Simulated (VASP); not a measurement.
The system is Si.

```
Si
1.0
     0.00000    2.76113    2.76113
     2.76113    0.00000    2.76113
     2.76113    2.76113    0.00000
Si
2
Direct
  0.00000 0.00000 0.00000
  0.25000 0.25000 0.25000
```

```yaml
Program: VASP 6.6.1
Task: relaxation of cell and atoms
Functional: PBE
Potentials_or_basis: VASP PAW PBE potentials, release 64 (Si)
Cutoff: 600 eV
k_mesh: 13 × 13 × 13
Occupations: fermi-dirac, width 0.05 eV
Spin: no spin polarisation
```

At the start: pressure -2.4 GPa; volume 21.05 Å³/atom.

**Question.** How do energy, volume and symmetry change on relaxing?

**Answer.** Over 3 steps the energy falls by 4.7 meV/atom and the volume is 20.44 Å³/atom (-2.9 %); space group Fd-3m (No. 227, to 0.05 Å).

The path:
```tsv
step	energy change (eV)	largest force (eV/Å)	pressure (GPa)	volume (Å³)
1	0.0000	0.0000	-2.44	42.10
2	-0.0060	0.0000	1.62	40.18
3	-0.0095	0.0000	0.00	40.89
```

Final structure:
```cif
data_structure
_symmetry_space_group_name_H-M 'P 1'
_symmetry_Int_Tables_number 1
_cell_length_a 3.8669
_cell_length_b 3.8669
_cell_length_c 3.8669
_cell_angle_alpha 60.000
_cell_angle_beta 60.000
_cell_angle_gamma 60.000
_cell_volume 40.89
loop_
_atom_site_label
_atom_site_type_symbol
_atom_site_fract_x
_atom_site_fract_y
_atom_site_fract_z
_atom_site_occupancy
Si1 Si 0.00000 0.00000 0.00000 1
Si2 Si 0.25000 0.25000 0.25000 1
```
